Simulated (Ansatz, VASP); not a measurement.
**Two plane-wave programs on Ge**

```
Ge
1.0
     2.98458    0.00000    0.00000
    -1.49229    2.58473    0.00000
     0.00000    0.00000    4.73453
Ge
2
Direct
  0.33333 0.66667 0.25000
  0.66667 0.33333 0.75000
```

Alike in both runs: functional PBEsol; k mesh 12 × 12 × 6; occupations gaussian, width 0.1 eV; no spin polarisation.

Ansatz relaxed the structure, and its values are those at the end. VASP's run is a single point on that final structure, the one shown.

|  | VASP | Ansatz |
| --- | --- | --- |
| version | VASP 6.6.1 | Ansatz 0.2.0 |
| potentials or method | VASP PAW PBE potentials, release 64 (Ge_d), cutoff 520 eV | scalar-relativistic, plane waves, PAW |
| valence electrons in the cell | 28 | 28 |

```tsv
	VASP	Ansatz	Ansatz less VASP
gap on the k mesh at the Fermi level (eV)	none	none	-
pressure (GPa)	0.2	0.2	-0.04
```

VASP's potentials were made for PBE, not for PBEsol. A gap of «none» marks a metal or a gap that the smearing closes.
